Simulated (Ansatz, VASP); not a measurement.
One calculation of InP, two programs

INCAR

```
SYSTEM = InP
ALGO = Normal ; EDIFF = 1E-7
ENCUT = 520 ; ISIF = 2
ISMEAR = -1 ; LASPH = .True.
LCHARG = .False. ; LREAL = .False.
LWAVE = .False. ; NBANDS = 16
NELM = 100 ; PREC = Accurate
SIGMA = 0.05
```

The input KPOINTS:

```
k-points
0
Gamma
  8 8 8
  0 0 0
```

The input POSCAR:

```
InP
1.0
    0.0000000000      2.8908937935      2.8908937935
    2.8908937935      0.0000000000      2.8908937935
    2.8908937935      2.8908937935      0.0000000000
In P
1 1
Direct
    0.0000000000      0.0000000000      0.0000000000
    0.7500000000      0.7500000000      0.7500000000
```

input.yaml

```yaml
crystal:
  lattice:
    - [0.0, 2.8908937935, 2.8908937935]
    - [2.8908937935, 0.0, 2.8908937935]
    - [2.8908937935, 2.8908937935, 0.0]
  atoms:
    - { symbol: In, position: [0.0, 0.0, 0.0] }
    - { symbol: P, position: [0.75, 0.75, 0.75] }
kpoints:
  mp_grid: { grid: [8, 8, 8] }
scf:
  occupations: { method: fermi_dirac, width: 0.05 }
hamiltonian:
  xc: lda
  pseudopotentials: { kind: all_electron, lapw: { basis_error: 0.001 } }
output:
  forces: true
  stress: true
  eigenvalues: true
```

Change from the starting cell: volume scaled by 0.96.

Alike in both runs: task single point; functional LDA; k mesh 8 × 8 × 8; occupations fermi-dirac, width 0.05 eV; no spin polarisation.

|  | VASP | Ansatz |
| --- | --- | --- |
| version | VASP 6.6.1 | Ansatz 0.2.0 |
| potentials or method | VASP PAW LDA potentials, release 64 (In_d, P), cutoff 520 eV | all-electron LAPW, scalar-relativistic |

VASP gave:

```
gap on the k mesh at the Fermi level (eV) : 0.73
least direct gap on the mesh (eV)         : 0.73
pressure (GPa)                            : 1.8
```

Question: Which values does Ansatz return?

Answer: gap on the k mesh at the Fermi level (eV): 0.70; least direct gap on the mesh (eV): 0.70; pressure (GPa): 1.7.

LDA's correlation is that of Perdew and Zunger in VASP and of Perdew and Wang (1992) in Ansatz. Ansatz ran all-electron here, and VASP with PAW potentials.
